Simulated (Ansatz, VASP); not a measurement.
**Two plane-wave programs on BAs**

```
B As
1.0
     0.00000    2.33974    2.33974
     2.33974    0.00000    2.33974
     2.33974    2.33974    0.00000
B As
1 1
Direct
  0.00000 0.00000 0.00000
  0.25000 0.25000 0.25000
```

Change from the starting cell: volume scaled by 0.94, ions relaxed.

Alike in both runs: functional PBE; k mesh 16 × 16 × 16; occupations fermi-dirac, width 0.02 eV; no spin polarisation.

Ansatz relaxed the structure, and its values are those at the end. VASP's run is a single point on that final structure, the one shown.

|  | VASP | Ansatz |
| --- | --- | --- |
| version | VASP 6.6.1 | Ansatz 0.2.0 |
| potentials or method | VASP PAW PBE potentials, release 64 (B, As) | plane-wave PAW, scalar-relativistic |
| plane-wave cutoff (eV) | 520 | 420 |
| valence electrons in the cell | 8 | 18 |

|  | VASP | Ansatz | Ansatz less VASP |
| --- | --- | --- | --- |
| gap on the k mesh at the Fermi level (eV) | 1.13 | 1.14 | +0.010 |
| pressure (GPa) | 13.7 | 12.8 | -0.89 |

VASP's potentials hold 8 valence electrons a cell and Ansatz's 18, so a difference there can come from the potentials and not from the codes. Ansatz's warnings: stress scf threshold loose.
